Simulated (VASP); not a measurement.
Set up this calculation in VASP 6.6.1, as the native input.

* Task: single point
* Functional: PBE
* Potentials or basis: VASP PAW PBE potentials, release 64 (Ge_d)
* Cutoff: 520 eV
* k mesh: 14 × 14 × 14
* Occupations: gaussian, width 0.1 eV
* Spin: no spin polarisation
* Dipole correction: no
* Further INCAR settings: ALGO = Normal; EDIFF = 1e-06; NBANDS = 21

The structure of Ge lies in POSCAR:

```
Ge
1.0
    0.0000000000      2.8807913670      2.8807913670
    2.8807913670      0.0000000000      2.8807913670
    2.8807913670      2.8807913670      0.0000000000
Ge
2
Direct
    0.5000000000      0.5000000000      0.5000000000
    0.7500000000      0.7500000000      0.7500000000
```

One way to write it, as run:

INCAR

```
SYSTEM = Ge
ALGO = Normal
EDIFF = 1E-6
ENCUT = 520
GGA = PE
ISIF = 2
ISMEAR = 0
LASPH = .True.
LCHARG = .True.
LELF = .True.
LREAL = .False.
LVHAR = .True.
LWAVE = .False.
NBANDS = 21
NELM = 60
PREC = Accurate
SIGMA = 0.1
```

KPOINTS

```
k-points
0
Gamma
  14 14 14
  0 0 0
```

Potentials or basis: VASP PAW PBE potentials, release 64 (Ge_d).

The run is started by

```bash
$ cat potpaw_PBE.64/Ge_d/POTCAR > POTCAR
$ mpirun -np 1 vasp_std > vasp.out
```

It gave:

```yaml
Pressure: -0.1 GPa
Band_gap_on_the_k_mesh: zero (filled and empty bands touch)
```

Run time: 42 s on 1 thread of AMD EPYC 9R45 96-Core Processor (Zen 5) (shared host), peak memory 0.19 GiB.
